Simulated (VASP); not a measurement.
# Co (Pm-3m) in VASP: further runs

The runs below take Co through single point, relaxation of cell and atoms, with r2SCAN.

All numbers are computed with VASP 6.6.1; they aren't measurements. Logs are shortened: lines on timing, memory, paths and dates and some standing lists are left out, and cuts for length are marked.

### 1 The cell of the first run

Symmetry: Pm-3m, No. 221, cubic system. The conventional cell has a = 2.247 Å, b = 2.247 Å, c = 2.247 Å, α = 90.00°, β = 90.00°, γ = 90.00°. Within 3.0 Å of Co (site symmetry m-3m) lie 6 Co at 2.25 Å.

### 2 Single point, r2SCAN, collinear spin, ferromagnetic start

POSCAR

```
Co
1.0
    2.2474364083      0.0000000000      0.0000000000
    0.0000000000      2.2474364083      0.0000000000
    0.0000000000      0.0000000000      2.2474364083
Co
1
Direct
    0.0000000000      0.0000000000      0.0000000000
```

INCAR.step1

```
ALGO = Normal
EDIFF = 1E-4
ENCUT = 520
GGA = PE
ISMEAR = 0
ISPIN = 2
LASPH = T
LCHARG = F
LMAXMIX = 4
LREAL = F
LWAVE = T
MAGMOM = 3
NBANDS = 14
NELM = 150
PREC = Accurate
SIGMA = 0.1
```

INCAR.step2

```
ALGO = Normal
EDIFF = 1E-7
ENCUT = 520
ISIF = 2
ISMEAR = 0
ISPIN = 2
ISTART = 1
LASPH = T
LCHARG = T
LELF = T
LMAXMIX = 4
LMIXTAU = T
LORBIT = 11
LREAL = F
LVHAR = T
LWAVE = F
MAGMOM = 3
METAGGA = R2SCAN
NBANDS = 14
NELM = 150
PREC = Accurate
SIGMA = 0.1
```

KPOINTS

```
k-points
0
Gamma
  8 8 8
```

Potentials or basis: VASP PAW PBE potentials, release 64 (Co).

Run with:

```console
cat potpaw_PBE.64/Co/POTCAR > POTCAR
cp INCAR.step1 INCAR
mpirun -np 1 vasp_std > vasp.out
cp INCAR.step2 INCAR
mpirun -np 1 vasp_std > vasp.out
```

OUTCAR:

```text
EDIFF = 1E-7
   ENCUT = 520
   ISIF = 2
   ISMEAR = 0
   ISPIN = 2
   ISTART = 1
   LASPH = T
   LORBIT = 11
   LREAL = F
   METAGGA = R2SCAN
   NELM = 150
   PREC = Accurate

 ion  position               nearest neighbor table
   1  0.000  0.000  0.000-

  LATTYP: Found a simple cubic cell.
 ALAT       =     2.2474364083

  Lattice vectors:

 A1 = (   2.2474364083,   0.0000000000,   0.0000000000)
 A2 = (   0.0000000000,   2.2474364083,   0.0000000000)
 A3 = (   0.0000000000,   0.0000000000,   2.2474364083)

Analysis of symmetry for initial positions (statically):
=====================================================================
 Subroutine PRICEL returns:
 Original cell was already a primitive cell.

 Routine SETGRP: Setting up the symmetry group for a
 simple cubic supercell.

 Subroutine GETGRP returns: Found 48 space group operations
 (whereof 48 operations were pure point group operations)
 out of a pool of 48 trial point group operations.

The static configuration has the point symmetry O_h .

Analysis of symmetry for dynamics (positions and initial velocities):
=====================================================================
 Subroutine PRICEL returns:
 Original cell was already a primitive cell.

 Routine SETGRP: Setting up the symmetry group for a
 simple cubic supercell.

 Subroutine GETGRP returns: Found 48 space group operations
 (whereof 48 operations were pure point group operations)
 out of a pool of 48 trial point group operations.

The dynamic configuration has the point symmetry O_h .

Analysis of structural, dynamic, and magnetic symmetry:
=====================================================================
 Subroutine PRICEL returns:
 Original cell was already a primitive cell.

 Routine SETGRP: Setting up the symmetry group for a
 simple cubic supercell.

 Subroutine GETGRP returns: Found 48 space group operations
 (whereof 48 operations were pure point group operations)
 out of a pool of 48 trial point group operations.

The overall configuration has the point symmetry O_h .

 Subroutine INISYM returns: Found 48 space group operations
 (whereof 48 operations are pure point group operations),
 and found     1 'primitive' translations

----------------------------------------------------------------------------------------

                                     Primitive cell

  volume of cell :      11.3517

  direct lattice vectors                    reciprocal lattice vectors
     2.247436408  0.000000000  0.000000000     0.444951411  0.000000000  0.000000000
     0.000000000  2.247436408  0.000000000     0.000000000  0.444951411  0.000000000
     0.000000000  0.000000000  2.247436408     0.000000000  0.000000000  0.444951411

  length of vectors
     2.247436408  2.247436408  2.247436408     0.444951411  0.444951411  0.444951411

  position of ions in fractional coordinates (direct lattice)
     0.000000000  0.000000000  0.000000000

  ion indices of the primitive-cell ions
   primitive index   ion index
                 1           1

----------------------------------------------------------------------------------------

 KPOINTS: k-points

Automatic generation of k-mesh.
 Grid dimensions read from file:
 generate k-points for:    8    8    8

 Generating k-lattice:

  Cartesian coordinates                     Fractional coordinates (reciprocal lattice)
     0.055618926  0.000000000  0.000000000     0.125000000  0.000000000  0.000000000
     0.000000000  0.055618926  0.000000000     0.000000000  0.125000000  0.000000000
     0.000000000  0.000000000  0.055618926     0.000000000  0.000000000  0.125000000

  Length of vectors
     0.055618926  0.055618926  0.055618926

  Shift w.r.t. Gamma in fractional coordinates (k-lattice)
     0.000000000  0.000000000  0.000000000

 Subroutine IBZKPT returns following result:
 ===========================================

 Found     35 irreducible k-points:

 Following reciprocal coordinates:
            Coordinates               Weight
  0.000000  0.000000  0.000000      1.000000
  0.125000  0.000000  0.000000      6.000000
  0.250000  0.000000  0.000000      6.000000
  0.375000  0.000000  0.000000      6.000000
  0.500000  0.000000  0.000000      3.000000
  0.125000  0.125000  0.000000     12.000000
[... 16 lines left out ...]
  0.375000  0.375000  0.125000     24.000000
  0.500000  0.375000  0.125000     24.000000
 [... further k-points ...]
   k-points           NKPTS =     35   k-points in BZ     NKDIM =     35   number of bands    NBANDS=     14
   number of dos      NEDOS =    301   number of ions     NIONS =      1
   total plane-waves  NPLWV =   5832
   dimension x,y,z NGX =    18 NGY =   18 NGZ =   18
   dimension x,y,z NGXF=    36 NGYF=   36 NGZF=   36
   ions per type =               1
   NGX,Y,Z   is equivalent  to a cutoff of  13.31, 13.31, 13.31 a.u.
   NGXF,Y,Z  is equivalent  to a cutoff of  26.63, 26.63, 26.63 a.u.
 SYSTEM =  unknown system
   PREC   = accura    normal or accurate (medium, high low for compatibility)
   ISTART =      1    job   : 0-new  1-cont  2-samecut
   ICHARG =      0    charge: 1-file 2-atom 10-const
   ISPIN  =      2    spin polarized calculation?
   LNONCOLLINEAR =      F non collinear calculations
   LSORBIT =      F    spin-orbit coupling
   LASPH  =      T    aspherical Exc in radial PAW
   ENCUT  =  520.0 eV  38.22 Ry    6.18 a.u.   4.18  4.18  4.18*2*pi/ulx,y,z
   NELM   =    150;   NELMIN=  2; NELMDL=  0     # of ELM steps
   EDIFF  = 0.1E-06   stopping-criterion for ELM
   LREAL  =      F    real-space projection
   EDIFFG = 0.1E-05   stopping-criterion for IOM
   NSW    =      0    number of steps for IOM
   IBRION =     -1    ionic relax: 0-MD 1-quasi-New 2-CG
   NFREE  =      0    steps in history (QN), initial steepest desc. (CG)
   ISIF   =      2    stress and relaxation
   ISYM   =      2    0-nonsym 1-usesym 2-fastsym
   POTIM  = 0.5000    time-step for ionic-motion
   TEBEG  =    0.0;   TEEND  =   0.0 temperature during run
   PSTRESS=    0.0 pullay stress
   NELECT =       9.0000    total number of electrons
   NUPDOWN=      -1.0000    fix difference up-down
   EMIN   =  10.00;   EMAX   =-10.00  energy-range for DOS
   EFERMI =   0.00;   METHOD = LEGACY
   ISMEAR =     0;   SIGMA  =   0.10  broadening in eV -4-tet -1-fermi 0-gaus
   EFERMI_NEDOS =   21; number of points for ismear=-14 and -15
   IALGO  =     38    algorithm
   IMIX   =      4    mixing-type and parameters
     AMIX     =   0.40;   BMIX     =  1.00
     AMIX_MAG =   1.60;   BMIX_MAG =  1.00
  volume/ion in A,a.u.               =      11.35        76.61
  Fermi-wavevector in a.u.,A,eV,Ry     =   1.515194  2.863302 31.236432  2.295813
  Thomas-Fermi vector in A             =   2.624750
   LORBIT       =     11    0 simple, 1 ext, 2 COOP (PROOUT), +10 PAW based schemes
   METAGGA = R2SCAN    functional components
   LHFCALC =     F    Hartree Fock is set to
   AEXX    =    0.0000 exact exchange contribution
   IVDW    =     0    specifies the selected vdW correction
   LEPSILON=     F    determine dielectric tensor
   LRPA    =     F    only Hartree local field effects (RPA)
 spin polarized calculation
 Gauss-broadening in eV      SIGMA  =   0.10
  energy-cutoff  :      520.00
  volume of cell :       11.35
 maximum number of plane-waves:       320
 NGX is ok and might be reduce to    18
   NGX =  9   NGY =  9   NGZ =  9

 number of electron       8.9999987 magnetization       2.0358311

 Free energy of the ion-electron system (eV)
  ---------------------------------------------------
  ext. energy  EPLUGINS =         0.00000000
  ---------------------------------------------------
  free energy    TOTEN  =       -12.42599995 eV

  energy without entropy =      -12.42344303  energy(sigma->0) =      -12.42472149

 E-fermi :  10.1151     XC(G=0): -14.2161

 val. band max:       10.0138156382   @ k =   0.3750   0.1250   0.1250
 cond. band min:      10.1555706488   @ k =   0.3750   0.3750   0.0000
 fundamental gap:      0.1417550107
 Fermi energy:        10.1151308721

 spin component 1

 k-point     1 :       0.0000    0.0000    0.0000
  band No.  band energies     occupation
      1       0.6024      1.00000
      2       4.4521      1.00000
      3       4.4521      1.00000
      4       8.1412      1.00000
      5       8.1412      1.00000
      6       8.1412      1.00000
      7      31.0521      0.00000
      8      31.0521      0.00000
      9      31.0521      0.00000
     10      35.0432      0.00000
     11      35.0432      0.00000
     12      39.8420      0.00000
     13      42.7252      0.00000
     14      53.6983      0.00000
[... 375 lines left out ...]
 k-point    24 :       0.5000    0.3750    0.1250
  band No.  band energies     occupation
      1       3.8602      1.00000
      2       5.9518      1.00000
      3       6.5353      1.00000
      4       6.7853      1.00000
      5       8.8436      1.00000
      6      14.7848      0.00000
      7      15.4840      0.00000
      8      23.8904      0.00000
      9      25.4332      0.00000
     10      36.4844      0.00000
     11      38.8228      0.00000
     12      41.6392      0.00000
     13      42.9013      0.00000
     14      49.3360      0.00000

 [... further k-points ...]

 spin component 2

 k-point     1 :       0.0000    0.0000    0.0000
  band No.  band energies     occupation
      1       0.4956      1.00000
      2       6.1277      1.00000
      3       6.1277      1.00000
      4      11.8066      0.00000
      5      11.8067      0.00000
      6      11.8067      0.00000
      7      32.1543      0.00000
      8      32.1543      0.00000
      9      32.1545      0.00000
     10      35.5595      0.00000
     11      35.5595      0.00000
     12      40.7637      0.00000
     13      50.2985      0.00000
     14      55.3761      0.00000
[... 375 lines left out ...]
 k-point    24 :       0.5000    0.3750    0.1250
  band No.  band energies     occupation
      1       6.0033      1.00000
      2       7.7287      1.00000
      3       9.6979      1.00000
      4       9.8367      0.99996
      5      11.0859      0.00000
      6      15.5759      0.00000
      7      16.3699      0.00000
      8      24.6885      0.00000
      9      26.7196      0.00000
     10      37.0515      0.00000
     11      39.8283      0.00000
     12      43.6498      0.00000
     13      49.3096      0.00000
     14      51.4698      0.00000

 [... further k-points ...]
[... 5 lines left out ...]
  --------------------------------------------------------------------------------------
  -------------------------------------------------------------------------------------
  Total        1.4608650      1.4608650      1.4608650      0.0000000      0.0000000      0.0000000
  in kB      206.1856426    206.1856426    206.1856426      0.0000000      0.0000000      0.0000000
  external PRESSURE =     206.1856426 kB  Pullay stress =       0.0000000 kB

 VOLUME and BASIS-vectors are now :
 -----------------------------------------------------------------------------
  energy-cutoff  :      520.00
  volume of cell :       11.35
      direct lattice vectors                 reciprocal lattice vectors
     2.247436408  0.000000000  0.000000000     0.444951411  0.000000000  0.000000000
     0.000000000  2.247436408  0.000000000     0.000000000  0.444951411  0.000000000
     0.000000000  0.000000000  2.247436408     0.000000000  0.000000000  0.444951411

 POSITION                                       TOTAL-FORCE (eV/Angst)
 -----------------------------------------------------------------------------------
      0.00000      0.00000      0.00000         0.000000      0.000000      0.000000
 -----------------------------------------------------------------------------------
    total drift:                                0.000000      0.000000     -0.000000

  FREE ENERGIE OF THE ION-ELECTRON SYSTEM (eV)
  ---------------------------------------------------
  free  energy   TOTEN  =       -12.4259999461 eV

  energy  without entropy=      -12.4234430261  energy(sigma->0) =      -12.42472149

 total charge

# of ion       s       p       d       tot
------------------------------------------
    1        0.565   0.539   7.292   8.396

 magnetization (x)

# of ion       s       p       d       tot
------------------------------------------
    1        0.025   0.003   2.033   2.060
```

Wall time 2 min (1 thread of AMD EPYC 7R13, shared host); peak memory 0.1 GiB.

Results:

- Free energy: -12.4260 eV
- Pressure: 20.6 GPa
- Net moment: 2.04 μB per cell
- Site moments: Co +2.06 μB
- Valence electrons inside the program's atomic spheres: Co 8.40

Caveat: the PAW data sets were made with another functional, which shifts forces and pressure a little.

### 3 Single point, r2SCAN, collinear spin, ferromagnetic start

This run uses another cell than the first one, of 12.53 Å³/atom, 1.104 times its volume.

POSCAR

```
Co
1.0
    2.3228229210      0.0000000000      0.0000000000
    0.0000000000      2.3228229210      0.0000000000
    0.0000000000      0.0000000000      2.3228229210
Co
1
Direct
    0.0000000000      0.0000000000      0.0000000000
```

INCAR.step1

```
PREC = Accurate
ENCUT = 520
ISMEAR = 0
SIGMA = 0.1
LREAL = False
LASPH = True
NELM = 150
ISPIN = 2
MAGMOM = 2.28
LMAXMIX = 4
NBANDS = 14
GGA = PE
ALGO = Normal
EDIFF = 1E-4
LWAVE = True
LCHARG = False
```

INCAR.step2

```
PREC = Accurate
ENCUT = 520
EDIFF = 1E-6
ISMEAR = 0
SIGMA = 0.1
LREAL = False
LASPH = True
NELM = 150
ALGO = Normal
ISIF = 2
LWAVE = False
LCHARG = False
ISPIN = 2
MAGMOM = 2.28
LORBIT = 11
LMAXMIX = 4
METAGGA = R2SCAN
LMIXTAU = True
NBANDS = 14
ISTART = 1
```

KPOINTS

```
regular mesh
0
Gamma
  8 8 8
```

Potentials or basis: VASP PAW PBE potentials, release 64 (Co).

Run with:

```console
cat potpaw_PBE.64/Co/POTCAR > POTCAR
cp INCAR.step1 INCAR
mpirun -np 1 vasp_std > vasp.out
cp INCAR.step2 INCAR
mpirun -np 1 vasp_std > vasp.out
```

Wall time 1.8 min (1 thread of AMD EPYC 7R13, shared host); peak memory 0.1 GiB.

Results (log left out):

| Property | Result |
| --- | --- |
| Free energy | -12.4959 eV |
| Pressure | 0.0 GPa |
| Net moment | 2.04 μB per cell |
| Site moments | Co +2.08 μB |
| Valence electrons inside the program's atomic spheres | Co 8.21 |

Levels at points of the mesh, in eV from the Fermi level:
Spin up:
| k point | band 3 | band 4 | band 5 | band 6 | band 7 | band 8 |
| --- | --- | --- | --- | --- | --- | --- |
| (0.00, 0.00, 0.00) | -5.27 | -2.20 | -2.20 | -2.20 | 19.60 | 19.60 |
| (0.50, 0.00, 0.00) | -3.30 | -3.30 | -2.10 | -1.76 | 3.12 | 24.26 |
| (0.50, 0.50, 0.00) | -3.08 | -3.08 | -0.84 | 4.82 | 4.82 | 10.79 |
| (0.50, 0.50, 0.50) | -5.25 | -0.78 | -0.78 | 11.81 | 11.81 | 11.81 |
Spin down:
```tsv
k point	band 1	band 2	band 3	band 4	band 5	band 6	band 7
(0.00, 0.00, 0.00)	-9.10	-3.63	-3.63	1.52	1.52	1.52	20.66
(0.50, 0.00, 0.00)	-4.20	-3.05	-2.01	0.16	0.16	1.63	4.66
(0.50, 0.50, 0.00)	-3.92	-2.63	0.45	0.45	1.43	4.96	4.96
(0.50, 0.50, 0.50)	-2.52	-2.52	-2.52	1.49	1.49	12.47	12.47
```

Caveat: the PAW data sets were made with another functional, which shifts forces and pressure a little.

[end of part 1 of 2]
